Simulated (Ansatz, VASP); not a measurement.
Two plane-wave programs on Zn3O2

```
Zn O
1.0
     1.52023    0.87771    7.14384
    -1.52023    0.87771    7.14384
     0.00000   -1.75541    7.14384
Zn O
3 2
Direct
  0.00000 0.00000 0.00000
  0.21395 0.21395 0.21395
  0.78605 0.78605 0.78605
  0.39180 0.39180 0.39180
  0.60820 0.60820 0.60820
```

Alike in both runs: functional PBE; k mesh 6 × 6 × 6; occupations gaussian, width 0.1 eV; no spin polarisation.

Ansatz relaxed the structure, and its values are those at the end. VASP's run is a single point on that final structure, the one shown.

|  | VASP | Ansatz |
| --- | --- | --- |
| version | VASP 6.6.1 | Ansatz 0.2.0 |
| potentials or method | VASP PAW PBE potentials, release 64 (Zn, O), cutoff 520 eV | scalar-relativistic, plane waves, PAW |
| valence electrons in the cell | 48 | 48 |

VASP gave:

- gap on the k mesh at the Fermi level (eV): none
- pressure (GPa): 0.5
- rms of the force components (eV/Å): 0.008

Task: Which values does Ansatz return?

Result: gap on the k mesh at the Fermi level (eV): none; pressure (GPa): -0.1; rms of the force components (eV/Å): 0.005.

A gap of «none» marks a metal or a gap that the smearing closes. The functional is the same, so the differences come from potentials, cutoffs and numerics.

The k mesh is coarse, so the values compare programs but aren't converged.
